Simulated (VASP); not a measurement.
# InSb (F-43m) in VASP: notebook

The runs below take InSb through single point, with PBEsol.

Everything below comes from runs of VASP 6.6.1. Logs are shortened: lines on timing, memory, paths and dates and some standing lists are left out, and cuts for length are marked.

**What was measured.**

“Electronic Structure and Epitaxy of CdTe Shells on InSb Nanowires”, 2021, arxiv:2111.05126 quotes, for a bulk crystal of InSb: band gap 0.24 eV.

The runs below are set against these values where they give the same quantity.

### Step 1. The cell of the first run

Symmetry: F-43m, No. 216, cubic system. Conventional cell: a = 6.520 Å, b = 6.520 Å, c = 6.520 Å, α = 90.00°, β = 90.00°, γ = 90.00°. Within 3.7 Å of In (site symmetry -43m) lie 4 Sb at 2.82 Å. Within 3.7 Å of Sb (site symmetry -43m) lie 4 In at 2.82 Å.

### Step 2. Single point, PBEsol

Input file INCAR:

```
SYSTEM = InSb
PREC = Accurate ; ENCUT = 520
EDIFF = 1E-6 ; ISMEAR = 0
SIGMA = 0.15 ; LREAL = .FALSE.
LASPH = .TRUE. ; NELM = 100
ALGO = Normal ; ISIF = 2
LWAVE = .FALSE. ; LCHARG = .FALSE.
GGA = PS ; NBANDS = 16
```

Input file KPOINTS:

```
regular mesh
0
G
  16 16 16
  0 0 0
```

Input file POSCAR:

```
InSb
1.0
    0.0000000000      3.2599290600      3.2599290600
    3.2599290600      0.0000000000      3.2599290600
    3.2599290600      3.2599290600      0.0000000000
In Sb
1 1
Direct
    0.0000000000      0.0000000000      0.0000000000
    0.7500000000      0.7500000000      0.7500000000
```

Potentials or basis: VASP PAW PBE potentials, release 64 (In_d, Sb).

On the command line:

```console
cat potpaw_PBE.64/In_d/POTCAR potpaw_PBE.64/Sb/POTCAR > POTCAR
mpirun -np 1 vasp_std > vasp.out
```

OUTCAR:

```text
SYSTEM = InSb
   PREC = Accurate
   ENCUT = 520
   EDIFF = 1E-6
   ISMEAR = 0
   LREAL = .FALSE.
   LASPH = .TRUE.
   NELM = 100
   ISIF = 2
   GGA = PS

 ion  position               nearest neighbor table
   1  0.000  0.000  0.000-   2 2.82   2 2.82   2 2.82   2 2.82
   2  0.750  0.750  0.750-   1 2.82   1 2.82   1 2.82   1 2.82

  LATTYP: Found a face centered cubic cell.
 ALAT       =     6.5198581200

  Lattice vectors:

 A1 = (   0.0000000000,   3.2599290600,   3.2599290600)
 A2 = (   3.2599290600,   0.0000000000,   3.2599290600)
 A3 = (   3.2599290600,   3.2599290600,   0.0000000000)

Analysis of symmetry for initial positions (statically):
=====================================================================
 Subroutine PRICEL returns:
 Original cell was already a primitive cell.

 Routine SETGRP: Setting up the symmetry group for a
 face centered cubic supercell.

 Subroutine GETGRP returns: Found 24 space group operations
 (whereof 24 operations were pure point group operations)
 out of a pool of 48 trial point group operations.

The static configuration has the point symmetry T_d .

Analysis of symmetry for dynamics (positions and initial velocities):
=====================================================================
 Subroutine PRICEL returns:
 Original cell was already a primitive cell.

 Routine SETGRP: Setting up the symmetry group for a
 face centered cubic supercell.

 Subroutine GETGRP returns: Found 24 space group operations
 (whereof 24 operations were pure point group operations)
 out of a pool of 48 trial point group operations.

The dynamic configuration has the point symmetry T_d .

 Subroutine INISYM returns: Found 24 space group operations
 (whereof 24 operations are pure point group operations),
 and found     1 'primitive' translations

----------------------------------------------------------------------------------------

                                     Primitive cell

  volume of cell :      69.2874

  direct lattice vectors                    reciprocal lattice vectors
     0.000000000  3.259929060  3.259929060    -0.153377571  0.153377571  0.153377571
     3.259929060  0.000000000  3.259929060     0.153377571 -0.153377571  0.153377571
     3.259929060  3.259929060  0.000000000     0.153377571  0.153377571 -0.153377571

  length of vectors
     4.610235889  4.610235889  4.610235889     0.265657745  0.265657745  0.265657745

  position of ions in fractional coordinates (direct lattice)
     0.000000000  0.000000000  0.000000000
     0.750000000  0.750000000  0.750000000

  ion indices of the primitive-cell ions
   primitive index   ion index
                 1           1
                 2           2

----------------------------------------------------------------------------------------

 KPOINTS: regular mesh

Automatic generation of k-mesh.
 Grid dimensions read from file:
 generate k-points for:   16   16   16

 Generating k-lattice:

  Cartesian coordinates                     Fractional coordinates (reciprocal lattice)
    -0.009586098  0.009586098  0.009586098     0.062500000  0.000000000  0.000000000
     0.009586098 -0.009586098  0.009586098     0.000000000  0.062500000  0.000000000
     0.009586098  0.009586098 -0.009586098     0.000000000  0.000000000  0.062500000

  Length of vectors
     0.016603609  0.016603609  0.016603609

  Shift w.r.t. Gamma in fractional coordinates (k-lattice)
     0.000000000  0.000000000  0.000000000

 Subroutine IBZKPT returns following result:
 ===========================================

 Found    145 irreducible k-points:

 Following reciprocal coordinates:
            Coordinates               Weight
  0.000000  0.000000  0.000000      1.000000
  0.062500  0.000000  0.000000      8.000000
  0.125000  0.000000  0.000000      8.000000
  0.187500  0.000000  0.000000      8.000000
  0.250000  0.000000  0.000000      8.000000
  0.312500  0.000000  0.000000      8.000000
[... 16 lines left out ...]
 -0.125000  0.062500  0.000000     24.000000
 -0.062500  0.062500  0.000000     12.000000
 [... further k-points ...]
   k-points           NKPTS =    145   k-points in BZ     NKDIM =    145   number of bands    NBANDS=     16
   number of dos      NEDOS =    301   number of ions     NIONS =      2
   total plane-waves  NPLWV =  46656
   dimension x,y,z NGX =    36 NGY =   36 NGZ =   36
   dimension x,y,z NGXF=    72 NGYF=   72 NGZF=   72
   ions per type =               1   1
   NGX,Y,Z   is equivalent  to a cutoff of  12.98, 12.98, 12.98 a.u.
   NGXF,Y,Z  is equivalent  to a cutoff of  25.96, 25.96, 25.96 a.u.
 SYSTEM =  InSb
   PREC   = accura    normal or accurate (medium, high low for compatibility)
   ISTART =      0    job   : 0-new  1-cont  2-samecut
   ICHARG =      2    charge: 1-file 2-atom 10-const
   ISPIN  =      1    spin polarized calculation?
   LNONCOLLINEAR =      F non collinear calculations
   LSORBIT =      F    spin-orbit coupling
   LASPH  =      T    aspherical Exc in radial PAW
   ENCUT  =  520.0 eV  38.22 Ry    6.18 a.u.   8.57  8.57  8.57*2*pi/ulx,y,z
   NELM   =    100;   NELMIN=  2; NELMDL= -5     # of ELM steps
   EDIFF  = 0.1E-05   stopping-criterion for ELM
   LREAL  =      F    real-space projection
   EDIFFG = 0.1E-04   stopping-criterion for IOM
   NSW    =      0    number of steps for IOM
   IBRION =     -1    ionic relax: 0-MD 1-quasi-New 2-CG
   NFREE  =      0    steps in history (QN), initial steepest desc. (CG)
   ISIF   =      2    stress and relaxation
   ISYM   =      2    0-nonsym 1-usesym 2-fastsym
   POTIM  = 0.5000    time-step for ionic-motion
   TEBEG  =    0.0;   TEEND  =   0.0 temperature during run
   PSTRESS=    0.0 pullay stress
   NELECT =      18.0000    total number of electrons
   NUPDOWN=      -1.0000    fix difference up-down
   EMIN   =  10.00;   EMAX   =-10.00  energy-range for DOS
   EFERMI =   0.00;   METHOD = LEGACY
   ISMEAR =     0;   SIGMA  =   0.15  broadening in eV -4-tet -1-fermi 0-gaus
   EFERMI_NEDOS =   21; number of points for ismear=-14 and -15
   IALGO  =     38    algorithm
   IMIX   =      4    mixing-type and parameters
     AMIX     =   0.40;   BMIX     =  1.00
     AMIX_MAG =   1.60;   BMIX_MAG =  1.00
  volume/ion in A,a.u.               =      34.64       233.79
[... 37 lines left out ...]
      3      -9.7359      2.00000
      4      -9.6545      2.00000
      5      -9.6545      2.00000
      6      -5.8663      2.00000
[... 8 lines left out ...]
     15      13.0110      0.00000
     16      13.0110      0.00000

 k-point     2 :       0.0625    0.0000    0.0000
  band No.  band energies     occupation
      1      -9.7377      2.00000
      2      -9.7351      2.00000
      3      -9.7351      2.00000
      4      -9.6546      2.00000
      5      -9.6546      2.00000
      6      -5.8314      2.00000
[... 8 lines left out ...]
     15      12.6188      0.00000
     16      12.6188      0.00000

 k-point     3 :       0.1250    0.0000    0.0000
  band No.  band energies     occupation
      1      -9.7427      2.00000
      2      -9.7329      2.00000
      3      -9.7329      2.00000
      4      -9.6547      2.00000
      5      -9.6547      2.00000
      6      -5.7280      2.00000
[... 8 lines left out ...]
     15      12.2063      0.00000
     16      12.2063      0.00000

 k-point     4 :       0.1875    0.0000    0.0000
  band No.  band energies     occupation
      1      -9.7502      2.00000
      2      -9.7297      2.00000
      3      -9.7297      2.00000
      4      -9.6548      2.00000
      5      -9.6548      2.00000
      6      -5.5611      2.00000
[... 8 lines left out ...]
     15      11.9795      0.00000
     16      11.9795      0.00000

 k-point     5 :       0.2500    0.0000    0.0000
  band No.  band energies     occupation
      1      -9.7590      2.00000
      2      -9.7261      2.00000
      3      -9.7261      2.00000
      4      -9.6547      2.00000
      5      -9.6547      2.00000
      6      -5.3404      2.00000
[... 8 lines left out ...]
     15      11.9989      0.00000
     16      11.9989      0.00000

 k-point     6 :       0.3125    0.0000    0.0000
  band No.  band energies     occupation
      1      -9.7676      2.00000
      2      -9.7227      2.00000
      3      -9.7227      2.00000
      4      -9.6543      2.00000
      5      -9.6543      2.00000
      6      -5.0843      2.00000
[... 8 lines left out ...]
     15      12.2864      0.00000
     16      12.2864      0.00000

 k-point     7 :       0.3750    0.0000    0.0000
  band No.  band energies     occupation
      1      -9.7749      2.00000
      2      -9.7202      2.00000
      3      -9.7202      2.00000
      4      -9.6536      2.00000
      5      -9.6536      2.00000
      6      -4.8256      2.00000
[... 8 lines left out ...]
     15      12.8005      0.00000
     16      12.8005      0.00000

 k-point     8 :       0.4375    0.0000    0.0000
  band No.  band energies     occupation
      1      -9.7797      2.00000
      2      -9.7186      2.00000
      3      -9.7186      2.00000
      4      -9.6531      2.00000
      5      -9.6531      2.00000
      6      -4.6202      2.00000
[... 8 lines left out ...]
     15      13.4400      0.00000
     16      13.4400      0.00000

 k-point     9 :       0.5000    0.0000    0.0000
  band No.  band energies     occupation
      1      -9.7814      2.00000
      2      -9.7181      2.00000
      3      -9.7181      2.00000
      4      -9.6529      2.00000
      5      -9.6529      2.00000
      6      -4.5392      2.00000
[... 8 lines left out ...]
     15      13.8623      0.00000
     16      13.8623      0.00000
[... 172 lines left out ...]
 k-point    19 :      -0.3750    0.0625    0.0000
  band No.  band energies     occupation
      1      -9.7778      2.00000
      2      -9.7191      2.00000
      3      -9.7184      2.00000
      4      -9.6543      2.00000
      5      -9.6531      2.00000
      6      -4.7220      2.00000
[... 8 lines left out ...]
     15      12.5967      0.00000
     16      13.6517      0.00000

 k-point    20 :      -0.3125    0.0625    0.0000
  band No.  band energies     occupation
      1      -9.7715      2.00000
      2      -9.7217      2.00000
      3      -9.7203      2.00000
      4      -9.6552      2.00000
      5      -9.6533      2.00000
      6      -4.9690      2.00000
[... 8 lines left out ...]
     15      12.0305      0.00000
     16      13.0766      0.00000

 k-point    21 :      -0.2500    0.0625    0.0000
  band No.  band energies     occupation
      1      -9.7634      2.00000
      2      -9.7250      2.00000
      3      -9.7231      2.00000
      4      -9.6558      2.00000
      5      -9.6536      2.00000
      6      -5.2294      2.00000
[... 8 lines left out ...]
     15      11.6824      0.00000
     16      12.6413      0.00000

 k-point    22 :      -0.1875    0.0625    0.0000
  band No.  band energies     occupation
      1      -9.7549      2.00000
      2      -9.7286      2.00000
      3      -9.7264      2.00000
      4      -9.6559      2.00000
      5      -9.6539      2.00000
      6      -5.4634      2.00000
[... 8 lines left out ...]
     15      11.6613      0.00000
     16      12.3524      0.00000

 k-point    23 :      -0.1250    0.0625    0.0000
  band No.  band energies     occupation
      1      -9.7470      2.00000
      2      -9.7319      2.00000
      3      -9.7299      2.00000
      4      -9.6556      2.00000
      5      -9.6541      2.00000
      6      -5.6488      2.00000
[... 8 lines left out ...]
     15      11.7570      0.00000
     16      12.1841      0.00000

 k-point    24 :      -0.0625    0.0625    0.0000
  band No.  band energies     occupation
      1      -9.7410      2.00000
      2      -9.7343      2.00000
      3      -9.7330      2.00000
      4      -9.6551      2.00000
      5      -9.6543      2.00000
      6      -5.7736      2.00000
[... 8 lines left out ...]
     15      12.1169      0.00000
     16      12.4447      0.00000

 [... further k-points ...]

------------------------ aborting loop because EDIFF is reached ----------------------------------------

  FORCE on cell =-STRESS in cart. coord.  units (eV):
  Direction    XX          YY          ZZ          XY          YZ          ZX
  --------------------------------------------------------------------------------------
  -------------------------------------------------------------------------------------
  Total       -0.0016529     -0.0016529     -0.0016529     -0.0000000      0.0000000     -0.0000000
  in kB       -0.0382201     -0.0382201     -0.0382201     -0.0000000      0.0000000     -0.0000000
  external PRESSURE =      -0.0382201 kB  Pullay stress =       0.0000000 kB

 VOLUME and BASIS-vectors are now :
 -----------------------------------------------------------------------------
  energy-cutoff  :      520.00
  volume of cell :       69.29
      direct lattice vectors                 reciprocal lattice vectors
     0.000000000  3.259929060  3.259929060    -0.153377571  0.153377571  0.153377571
     3.259929060  0.000000000  3.259929060     0.153377571 -0.153377571  0.153377571
     3.259929060  3.259929060  0.000000000     0.153377571  0.153377571 -0.153377571

 POSITION                                       TOTAL-FORCE (eV/Angst)
 -----------------------------------------------------------------------------------
      0.00000      0.00000      0.00000         0.000000     -0.000000     -0.000000
      4.88989      4.88989      4.88989        -0.000000      0.000000      0.000000
 -----------------------------------------------------------------------------------
    total drift:                                0.000000      0.000000      0.000000

  FREE ENERGIE OF THE ION-ELECTRON SYSTEM (eV)
  ---------------------------------------------------
  free  energy   TOTEN  =        -7.7012299717 eV

  energy  without entropy=       -7.7011038309  energy(sigma->0) =       -7.70116690
```

Run time: 1.8 min. Hardware: 1 thread of Intel Xeon 8259CL, shared host; peak memory 0.29 GiB.

What came out:

```
Free energy            : -7.7012 eV
Pressure               : 0.0 GPa
Band gap on the k mesh : zero (filled and empty bands touch)
```

Levels at points of the mesh, in eV from the Fermi level:
```
           k point  band 5  band 6  band 7  band 8  band 9  band 10  band 11  band 12  band 13  band 14
(0.00, 0.00, 0.00)  -14.57  -10.78   -0.52   -0.15   -0.15    -0.15     2.79     2.79     2.79     5.40
(0.50, 0.00, 0.00)  -14.57   -9.45   -5.72   -1.13   -1.13     0.29     3.63     3.63     5.82     7.92
(0.50, 0.50, 0.00)  -14.56   -8.86   -6.02   -2.37   -2.37     1.13     1.14     7.86     7.86     8.44
```

Caveat: semilocal functionals underestimate gaps, and a narrow one can read as zero; the PAW data sets were made with another functional, which shifts forces and pressure a little; spin-orbit coupling is left out, which moves the levels of the heavy elements.

### Step 3. Single point, PBEsol

This run uses another cell than the first one, of 28.88 Å³/atom.

Input file INCAR:

```
PREC = Accurate
ENCUT = 520
EDIFF = 1E-6
ISMEAR = -1
SIGMA = 0.15
LREAL = F
LASPH = T
NELM = 80
ALGO = Normal
ISIF = 2
LWAVE = F
LCHARG = F
GGA = PS
NBANDS = 16
```

Input file KPOINTS:

```
regular mesh
0
Gamma
  12 12 12
```

Input file POSCAR:

```
InSb
1.0
    0.0000000000      3.0681795556      3.0681795556
    3.0681795556      0.0000000000      3.0681795556
    3.0681795556      3.0681795556      0.0000000000
In Sb
1 1
Direct
    0.0000000000      0.0000000000      0.0000000000
    0.7500000000      0.7500000000      0.7500000000
```

Potentials or basis: VASP PAW PBE potentials, release 64 (In_d, Sb).

On the command line:

```console
cat potpaw_PBE.64/In_d/POTCAR potpaw_PBE.64/Sb/POTCAR > POTCAR
mpirun -np 1 vasp_std > vasp.out
```

Wall time 64 s (1 thread of AMD EPYC 7R13, shared host); peak memory 0.19 GiB.

Results (log left out):

```yaml
Free_energy: -7.3358 eV
Pressure: 12.0 GPa
Band_gap_on_the_k_mesh: 0.70 eV
```

Levels at points of the mesh, in eV from the valence-band top:
| k point | band 7 | band 8 | band 9 | band 10 | band 11 | band 12 |
| --- | --- | --- | --- | --- | --- | --- |
| (0.00, 0.00, 0.00) | 0.00 | 0.00 | 0.00 | 0.70 | 2.87 | 2.87 |
| (0.50, 0.00, 0.00) | -6.55 | -1.30 | -1.30 | 0.77 | 3.76 | 3.76 |
| (0.50, 0.50, 0.00) | -6.75 | -2.90 | -2.90 | 0.92 | 1.09 | 9.11 |

Caveat: the cell stands under pressure; semilocal functionals underestimate gaps, and a narrow one can read as zero; the PAW data sets were made with another functional, which shifts forces and pressure a little; spin-orbit coupling is left out, which moves the levels of the heavy elements. A k mesh can miss the band edges.

### Step 4. Single point, PBEsol

Input file INCAR:

```
  PREC = Accurate
  ENCUT = 520
  EDIFF = 1E-7
  ISMEAR = -1
  SIGMA = 0.15
  LREAL = False
  LASPH = True
  NELM = 80
  ALGO = Normal
  ISIF = 2
  LWAVE = False
  LCHARG = False
  GGA = PS
  NBANDS = 16
```

Input file KPOINTS:

```
Automatic mesh
0
Gamma
  12 12 12
```

Input file POSCAR:

```
InSb
1.0
    0.0000000000      3.2599290654      3.2599290654
    3.2599290654      0.0000000000      3.2599290654
    3.2599290654      3.2599290654      0.0000000000
In Sb
1 1
Direct
    0.0000000000      0.0000000000      0.0000000000
    0.7500000000      0.7500000000      0.7500000000
```

On the command line:

```console
cat potpaw_PBE.64/In_d/POTCAR potpaw_PBE.64/Sb/POTCAR > POTCAR
mpirun -np 1 vasp_std > vasp.out
```

Run time: 2.1 min. Hardware: 1 thread of AMD EPYC 7R13, shared host; peak memory 0.22 GiB.

The run converged. Its results:

```yaml
Free_energy: -7.7028 eV
Pressure: 0.0 GPa
Band_gap_on_the_k_mesh: zero (filled and empty bands touch)
```

Levels at points of the mesh, in eV from the Fermi level:
| k point | band 7 | band 8 | band 9 | band 10 | band 11 | band 12 |
| --- | --- | --- | --- | --- | --- | --- |
| (0.00, 0.00, 0.00) | -0.61 | -0.24 | -0.24 | -0.24 | 2.69 | 2.69 |
| (0.50, 0.00, 0.00) | -5.81 | -1.22 | -1.22 | 0.20 | 3.53 | 3.53 |
| (0.50, 0.50, 0.00) | -6.11 | -2.46 | -2.46 | 1.04 | 1.05 | 7.77 |

Caveat: semilocal functionals underestimate gaps, and a narrow one can read as zero; the PAW data sets were made with another functional, which shifts forces and pressure a little; spin-orbit coupling is left out, which moves the levels of the heavy elements.

### Step 5. Summary

```tsv
cell	k mesh	smearing	gap on the mesh (eV)	pressure (GPa)
a = 4.610 Å, angles 60.0°, 2 atoms	16 × 16 × 16	gaussian 0.15 eV	none	0.0
a = 4.339 Å, angles 60.0°, 2 atoms	12 × 12 × 12	fermi-dirac 0.15 eV	0.70	12.0
a = 4.610 Å, angles 60.0°, 2 atoms	12 × 12 × 12	fermi-dirac 0.15 eV	none	0.0
```

Alike in all rows: task single point; level PBEsol; potentials or basis VASP PAW PBE potentials, release 64 (In_d, Sb); no spin polarisation; cutoff (eV) 520.

Caveats: semilocal functionals underestimate gaps, and a narrow one can read as zero; the PAW data sets were made with another functional, which shifts forces and pressure a little; spin-orbit coupling is left out, which moves the levels of the heavy elements; the cell stands under pressure (at least some runs).

Absolute energies hang on the potentials; compare differences alone.

### Step 6. Comparison with measurements

Step 2. A measured gap of InSb is 0.24 eV (quoted in “Electronic Structure and Epitaxy of CdTe Shells on InSb Nanowires”, 2021, arxiv:2111.05126); the calculated 0.00 eV misses it by -0.24 eV. Spin-orbit coupling on In, Sb is left out. The value is that of PBEsol on a finite k mesh, which can miss the band edges, without temperature or zero-point motion. Semilocal functionals fall short of measured gaps as a rule.
